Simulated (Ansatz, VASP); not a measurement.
# CaI in VASP and in Ansatz

```
Ca I
1.0
     4.06217    0.00000    0.00000
    -2.03108    3.51794    0.00000
     0.00000    0.00000    4.48281
Ca I
1 1
Direct
  0.00000 0.00000 0.50000
  0.66667 0.33333 0.00000
```

Alike in both runs: task single point; functional PBE; k mesh 8 × 8 × 6; no spin polarisation.

|  | VASP | Ansatz |
| --- | --- | --- |
| version | VASP 6.6.1 | Ansatz 0.2.0 |
| potentials or method | VASP PAW PBE potentials, release 64 (Ca_sv, I), cutoff 520 eV | plane waves, PAW |
| occupations | methfessel-paxton of order 1, width 0.1 eV | cold |
| valence electrons in the cell | 17 | 27 |

|  | VASP | Ansatz | Ansatz less VASP |
| --- | --- | --- | --- |
| pressure (GPa) | 1.5 | 1.5 | -0.04 |
| traceless stress, the component that is largest in VASP (GPa) | 0.35 | 0.39 | +0.038 |

VASP's potentials hold 17 valence electrons a cell and Ansatz's 27, so a difference there can come from the potentials and not from the codes. Ansatz's warnings: stress scf threshold loose.

Neither program's run includes spin-orbit coupling.
